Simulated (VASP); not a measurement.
# Li2O3 (Pn-3m) in VASP: notebook

Runs on Li2O3. Level: PBE. Tasks: single point.

All numbers are computed with VASP 6.6.1; they aren't measurements. Logs are shortened: lines on timing, memory, paths and dates and some standing lists are left out, and cuts for length are marked.

## Step 1: The cell of the first run

It takes space group Pn-3m (No. 224, cubic). The conventional cell has a = 4.413 Å, b = 4.413 Å, c = 4.413 Å, α = 90.00°, β = 90.00°, γ = 90.00°. Li (site symmetry -3m) has 6 O at 1.91 Å within 2.5 Å. O (site symmetry -42m) has 4 Li at 1.91 Å and 4 O at 2.21 Å within 2.5 Å.

## Step 2: Single point, PBE

File INCAR:

```
SYSTEM = Li2O3
ALGO = Normal ; EDIFF = 1E-6
ENCUT = 520 ; GGA = PE
ISIF = 2 ; ISMEAR = -1
LASPH = .TRUE. ; LCHARG = .FALSE.
LREAL = .FALSE. ; LWAVE = .FALSE.
NBANDS = 35 ; NELM = 100
PREC = Accurate ; SIGMA = 0.06122561905347299
```

File KPOINTS:

```
k-points
0
G
  12 12 12
  0 0 0
```

File POSCAR:

```
Li2O3
1.0
    4.4134120972      0.0000000000      0.0000000000
    0.0000000000      4.4134120972      0.0000000000
    0.0000000000      0.0000000000      4.4134120972
Li O
4 6
Direct
    0.2500000000      0.2500000000      0.2500000000
    0.7500000000      0.7500000000      0.2500000000
    0.7500000000      0.2500000000      0.7500000000
    0.2500000000      0.7500000000      0.7500000000
    0.5000000000      0.0000000000      0.0000000000
    0.0000000000      0.5000000000      0.0000000000
    0.0000000000      0.0000000000      0.5000000000
    0.5000000000      0.5000000000      0.0000000000
    0.5000000000      0.0000000000      0.5000000000
    0.0000000000      0.5000000000      0.5000000000
```

Potentials or basis: VASP PAW PBE potentials, release 64 (Li_sv, O).

Run with:

```bash
$ cat potpaw_PBE.64/Li_sv/POTCAR potpaw_PBE.64/O/POTCAR > POTCAR
$ mpirun -np 1 vasp_std > vasp.out
```

OUTCAR:

```text
SYSTEM = Li2O3
   EDIFF = 1E-6
   ENCUT = 520
   GGA = PE
   ISIF = 2
   ISMEAR = -1
   LASPH = .TRUE.
   LREAL = .FALSE.
   NELM = 100
   PREC = Accurate

 ion  position               nearest neighbor table
   1  0.250  0.250  0.250-   5 1.91   6 1.91   7 1.91   8 1.91   9 1.91  10 1.91
   2  0.750  0.750  0.250-   5 1.91   6 1.91   7 1.91   8 1.91   9 1.91  10 1.91
   3  0.750  0.250  0.750-   5 1.91   6 1.91   7 1.91   8 1.91   9 1.91  10 1.91
   4  0.250  0.750  0.750-   5 1.91   6 1.91   7 1.91   8 1.91   9 1.91  10 1.91
   5  0.500  0.000  0.000-   1 1.91   2 1.91   3 1.91   4 1.91
   6  0.000  0.500  0.000-   1 1.91   2 1.91   3 1.91   4 1.91
   7  0.000  0.000  0.500-   1 1.91   2 1.91   3 1.91   4 1.91
   8  0.500  0.500  0.000-   1 1.91   2 1.91   3 1.91   4 1.91
   9  0.500  0.000  0.500-   1 1.91   2 1.91   3 1.91   4 1.91
  10  0.000  0.500  0.500-   1 1.91   2 1.91   3 1.91   4 1.91

  LATTYP: Found a simple cubic cell.
 ALAT       =     4.4134120972

  Lattice vectors:

 A1 = (   4.4134120972,   0.0000000000,   0.0000000000)
 A2 = (   0.0000000000,   4.4134120972,   0.0000000000)
 A3 = (   0.0000000000,   0.0000000000,   4.4134120972)

Analysis of symmetry for initial positions (statically):
=====================================================================
 Subroutine PRICEL returns:
 Original cell was already a primitive cell.

 Routine SETGRP: Setting up the symmetry group for a
 simple cubic supercell.

 Subroutine GETGRP returns: Found 48 space group operations
 (whereof 24 operations were pure point group operations)
 out of a pool of 48 trial point group operations.

The static configuration has the point symmetry T_d .
 The point group associated with its full space group is O_h .

Analysis of symmetry for dynamics (positions and initial velocities):
=====================================================================
 Subroutine PRICEL returns:
 Original cell was already a primitive cell.

 Routine SETGRP: Setting up the symmetry group for a
 simple cubic supercell.

 Subroutine GETGRP returns: Found 48 space group operations
 (whereof 24 operations were pure point group operations)
 out of a pool of 48 trial point group operations.

The dynamic configuration has the point symmetry T_d .
 The point group associated with its full space group is O_h .

 Subroutine INISYM returns: Found 48 space group operations
 (whereof 24 operations are pure point group operations),
 and found     1 'primitive' translations

----------------------------------------------------------------------------------------

                                     Primitive cell

  volume of cell :      85.9654

  direct lattice vectors                    reciprocal lattice vectors
     4.413412097  0.000000000  0.000000000     0.226582059  0.000000000  0.000000000
     0.000000000  4.413412097  0.000000000     0.000000000  0.226582059  0.000000000
     0.000000000  0.000000000  4.413412097     0.000000000  0.000000000  0.226582059

  length of vectors
     4.413412097  4.413412097  4.413412097     0.226582059  0.226582059  0.226582059

  position of ions in fractional coordinates (direct lattice)
     0.250000000  0.250000000  0.250000000
     0.750000000  0.750000000  0.250000000
     0.750000000  0.250000000  0.750000000
     0.250000000  0.750000000  0.750000000
     0.500000000  0.000000000  0.000000000
     0.000000000  0.500000000  0.000000000
     0.000000000  0.000000000  0.500000000
     0.500000000  0.500000000  0.000000000
     0.500000000  0.000000000  0.500000000
     0.000000000  0.500000000  0.500000000

  ion indices of the primitive-cell ions
   primitive index   ion index
                 1           1
                 2           2
                 3           3
                 4           4
                 5           5
                 6           6
                 7           7
                 8           8
                 9           9
                10          10

----------------------------------------------------------------------------------------

 KPOINTS: k-points

Automatic generation of k-mesh.
 Grid dimensions read from file:
 generate k-points for:   12   12   12

 Generating k-lattice:

  Cartesian coordinates                     Fractional coordinates (reciprocal lattice)
     0.018881838  0.000000000  0.000000000     0.083333333  0.000000000  0.000000000
     0.000000000  0.018881838  0.000000000     0.000000000  0.083333333  0.000000000
     0.000000000  0.000000000  0.018881838     0.000000000  0.000000000  0.083333333

  Length of vectors
     0.018881838  0.018881838  0.018881838

  Shift w.r.t. Gamma in fractional coordinates (k-lattice)
     0.000000000  0.000000000  0.000000000

 Subroutine IBZKPT returns following result:
 ===========================================

 Found     84 irreducible k-points:

 Following reciprocal coordinates:
            Coordinates               Weight
  0.000000  0.000000  0.000000      1.000000
  0.083333  0.000000  0.000000      6.000000
  0.166667  0.000000  0.000000      6.000000
  0.250000  0.000000  0.000000      6.000000
  0.333333  0.000000  0.000000      6.000000
  0.416667  0.000000  0.000000      6.000000
[... 16 lines left out ...]
  0.333333  0.333333  0.000000     12.000000
  0.416667  0.333333  0.000000     24.000000
 [... further k-points ...]
   k-points           NKPTS =     84   k-points in BZ     NKDIM =     84   number of bands    NBANDS=     35
   number of dos      NEDOS =    301   number of ions     NIONS =     10
   total plane-waves  NPLWV =  46656
   dimension x,y,z NGX =    36 NGY =   36 NGZ =   36
   dimension x,y,z NGXF=    72 NGYF=   72 NGZF=   72
   ions per type =               4   6
   NGX,Y,Z   is equivalent  to a cutoff of  13.56, 13.56, 13.56 a.u.
   NGXF,Y,Z  is equivalent  to a cutoff of  27.12, 27.12, 27.12 a.u.
 SYSTEM =  Li2O3
   PREC   = accura    normal or accurate (medium, high low for compatibility)
   ISTART =      0    job   : 0-new  1-cont  2-samecut
   ICHARG =      2    charge: 1-file 2-atom 10-const
   ISPIN  =      1    spin polarized calculation?
   LNONCOLLINEAR =      F non collinear calculations
   LSORBIT =      F    spin-orbit coupling
   LASPH  =      T    aspherical Exc in radial PAW
   ENCUT  =  520.0 eV  38.22 Ry    6.18 a.u.   8.21  8.21  8.21*2*pi/ulx,y,z
   NELM   =    100;   NELMIN=  2; NELMDL= -5     # of ELM steps
   EDIFF  = 0.1E-05   stopping-criterion for ELM
   LREAL  =      F    real-space projection
   EDIFFG = 0.1E-04   stopping-criterion for IOM
   NSW    =      0    number of steps for IOM
   IBRION =     -1    ionic relax: 0-MD 1-quasi-New 2-CG
   NFREE  =      0    steps in history (QN), initial steepest desc. (CG)
   ISIF   =      2    stress and relaxation
   ISYM   =      2    0-nonsym 1-usesym 2-fastsym
   POTIM  = 0.5000    time-step for ionic-motion
   TEBEG  =    0.0;   TEEND  =   0.0 temperature during run
   PSTRESS=    0.0 pullay stress
   NELECT =      48.0000    total number of electrons
   NUPDOWN=      -1.0000    fix difference up-down
   EMIN   =  10.00;   EMAX   =-10.00  energy-range for DOS
   EFERMI =   0.00;   METHOD = LEGACY
   ISMEAR =    -1;   SIGMA  =   0.06  broadening in eV -4-tet -1-fermi 0-gaus
   EFERMI_NEDOS =   21; number of points for ismear=-14 and -15
   IALGO  =     38    algorithm
   IMIX   =      4    mixing-type and parameters
     AMIX     =   0.40;   BMIX     =  1.00
     AMIX_MAG =   1.60;   BMIX_MAG =  1.00
  volume/ion in A,a.u.               =       8.60        58.01
  Fermi-wavevector in a.u.,A,eV,Ry     =   1.348075  2.547493 24.725957  1.817307
  Thomas-Fermi vector in A             =   2.475774
   LORBIT       =      0    0 simple, 1 ext, 2 COOP (PROOUT), +10 PAW based schemes
   GGA     = PE    functional components
   LHFCALC =     F    Hartree Fock is set to
   AEXX    =    0.0000 exact exchange contribution
   IVDW    =     0    specifies the selected vdW correction
   LEPSILON=     F    determine dielectric tensor
   LRPA    =     F    only Hartree local field effects (RPA)
 non-spin polarized calculation
  energy-cutoff  :      520.00
  volume of cell :       85.97
 maximum number of plane-waves:      2360
 NGX is ok and might be reduce to    36
   NGX = 17   NGY = 17   NGZ = 17

 number of electron      47.9999959 magnetization

 Free energy of the ion-electron system (eV)
  ---------------------------------------------------
  ext. energy  EPLUGINS =         0.00000000
  ---------------------------------------------------
  free energy    TOTEN  =       -42.44182370 eV

  energy without entropy =      -42.37007721  energy(sigma->0) =      -42.40595045

 E-fermi :   0.6317     XC(G=0): -10.1376

 val. band max:        0.6302121813   @ k =   0.5000   0.3333   0.1667
 cond. band min:       0.6323278428   @ k =   0.3333   0.3333   0.0833
 fundamental gap:      0.0021156615
 Fermi energy:         0.6316964905

 k-point     1 :       0.0000    0.0000    0.0000
  band No.  band energies     occupation
      1     -41.3878      2.00000
      2     -41.3447      2.00000
      3     -41.3447      2.00000
      4     -41.3447      2.00000
      5     -17.6824      2.00000
      6     -16.7314      2.00000
[... 27 lines left out ...]
     34      16.1915      0.00000
     35      16.1915      0.00000

 k-point     2 :       0.0833    0.0000    0.0000
  band No.  band energies     occupation
      1     -41.3870      2.00000
      2     -41.3454      2.00000
      3     -41.3447      2.00000
      4     -41.3447      2.00000
      5     -17.6658      2.00000
      6     -16.7453      2.00000
[... 27 lines left out ...]
     34      16.2194      0.00000
     35      16.2947      0.00000
[... 796 lines left out ...]
     34      15.7848      0.00000
     35      15.9115      0.00000

 k-point    24 :       0.4167    0.3333    0.0000
  band No.  band energies     occupation
      1     -41.3651      2.00000
      2     -41.3570      2.00000
      3     -41.3508      2.00000
      4     -41.3483      2.00000
      5     -17.0622      2.00000
      6     -16.8544      2.00000
[... 27 lines left out ...]
     34      15.3580      0.00000
     35      16.0688      0.00000

 [... further k-points ...]

------------------------ aborting loop because EDIFF is reached ----------------------------------------

  FORCE on cell =-STRESS in cart. coord.  units (eV):
  Direction    XX          YY          ZZ          XY          YZ          ZX
  --------------------------------------------------------------------------------------
  -------------------------------------------------------------------------------------
  Total        2.0277807      2.0277807      2.0277807      0.0000000      0.0000000     -0.0000000
  in kB       37.7927175     37.7927175     37.7927175      0.0000000      0.0000000     -0.0000000
  external PRESSURE =      37.7927175 kB  Pullay stress =       0.0000000 kB

 VOLUME and BASIS-vectors are now :
 -----------------------------------------------------------------------------
  energy-cutoff  :      520.00
  volume of cell :       85.97
      direct lattice vectors                 reciprocal lattice vectors
     4.413412097  0.000000000  0.000000000     0.226582059  0.000000000  0.000000000
     0.000000000  4.413412097  0.000000000     0.000000000  0.226582059  0.000000000
     0.000000000  0.000000000  4.413412097     0.000000000  0.000000000  0.226582059

 POSITION                                       TOTAL-FORCE (eV/Angst)
 -----------------------------------------------------------------------------------
      1.10335      1.10335      1.10335        -0.000000      0.000000      0.000000
      3.31006      3.31006      1.10335        -0.000000      0.000000     -0.000000
      3.31006      1.10335      3.31006         0.000000     -0.000000     -0.000000
      1.10335      3.31006      3.31006         0.000000      0.000000      0.000000
      2.20671      0.00000      0.00000        -0.000000      0.000000      0.000000
      0.00000      2.20671      0.00000         0.000000      0.000000      0.000000
      0.00000      0.00000      2.20671         0.000000     -0.000000     -0.000000
      2.20671      2.20671      0.00000        -0.000000      0.000000     -0.000000
      2.20671      0.00000      2.20671        -0.000000     -0.000000      0.000000
      0.00000      2.20671      2.20671        -0.000000     -0.000000     -0.000000
 -----------------------------------------------------------------------------------
    total drift:                               -0.000000      0.000000     -0.000000

  FREE ENERGIE OF THE ION-ELECTRON SYSTEM (eV)
  ---------------------------------------------------
  free  energy   TOTEN  =       -42.4418236956 eV

  energy  without entropy=      -42.3700772134  energy(sigma->0) =      -42.40595045
```

Wall time 1.7 min (1 thread of Intel Xeon 6975P-C (Granite Rapids), shared host); peak memory 0.3 GiB.

What came out:

* Free energy: -42.4418 eV
* Band gap on the k mesh: zero (bands 24 and 25 overlap by 2.56 eV)

Caveat: the cutoff is under 1.25 times the usual one of these potentials, so pressure, stress and relaxed cells hold a basis-set (Pulay) error.

## Step 3: Single point, PBE

This run uses another cell than the first one, of 8.42 Å³/atom.

File INCAR:

```
SYSTEM = Li2O3
PREC     = Accurate       ! precision mode
ENCUT    = 520            ! plane-wave cutoff, eV
EDIFF    = 1E-6           ! SCF threshold, eV
ISMEAR   = -1             ! smearing method
SIGMA    = 0.06122561905347299 ! smearing width, eV
LREAL    = .False.        ! projectors in reciprocal space
LASPH    = .True.         ! aspherical terms in the spheres
NELM     = 60             ! most SCF steps
ALGO     = Normal         ! electronic algorithm
ISIF     = 2              ! what is computed and relaxed
LWAVE    = .False.        ! write WAVECAR
LCHARG   = .True.         ! write CHGCAR
GGA      = PE             ! functional
LVHAR    = .True.       
NBANDS   = 35             ! bands
KPAR     = 4
```

File KPOINTS:

```
Automatic mesh
0
Gamma
  24 24 24
  0 0 0
```

POSCAR, as its differences from that of step 2:

```diff
@@ -2,5 +2,5 @@
 1.0
-    4.4134120972      0.0000000000      0.0000000000
-    0.0000000000      4.4134120972      0.0000000000
-    0.0000000000      0.0000000000      4.4134120972
+    4.3825480658      0.0000000000      0.0000000000
+    0.0000000000      4.3825480658      0.0000000000
+    0.0000000000      0.0000000000      4.3825480658
 Li O
```

Potentials or basis: VASP PAW PBE potentials, release 64 (Li_sv, O).

Run with:

```bash
$ cat potpaw_PBE.64/Li_sv/POTCAR potpaw_PBE.64/O/POTCAR > POTCAR
$ mpirun -np 4 vasp_std > vasp.out
```

Run time: 2.8 min. Hardware: 4 MPI ranks of Intel Xeon Platinum 8488C (Sapphire Rapids), shared host; peak memory 0.88 GiB.

Results (log left out):

| Quantity | Value |
| --- | --- |
| Free energy | -42.4140 eV |
| Band gap on the k mesh | zero (bands 24 and 25 overlap by 2.64 eV) |

Levels at points of the mesh, in eV from the Fermi level:
| k point | band 21 | band 22 | band 23 | band 24 | band 25 | band 26 | band 27 | band 28 |
| --- | --- | --- | --- | --- | --- | --- | --- | --- |
| (0.00, 0.00, 0.00) | -0.87 | -0.87 | 1.53 | 1.53 | 1.53 | 1.62 | 1.62 | 1.62 |
| (0.50, 0.00, 0.00) | -1.42 | -1.42 | -0.79 | -0.79 | 1.56 | 1.56 | 1.57 | 1.57 |
| (0.50, 0.50, 0.00) | -1.47 | -1.47 | -1.32 | -1.32 | -0.42 | -0.42 | 1.55 | 1.55 |
| (0.50, 0.50, 0.50) | -1.43 | -1.35 | -1.35 | -1.35 | -1.11 | -1.11 | -0.80 | -0.80 |

Caveat: the cutoff is under 1.25 times the usual one of these potentials, so pressure, stress and relaxed cells hold a basis-set (Pulay) error.
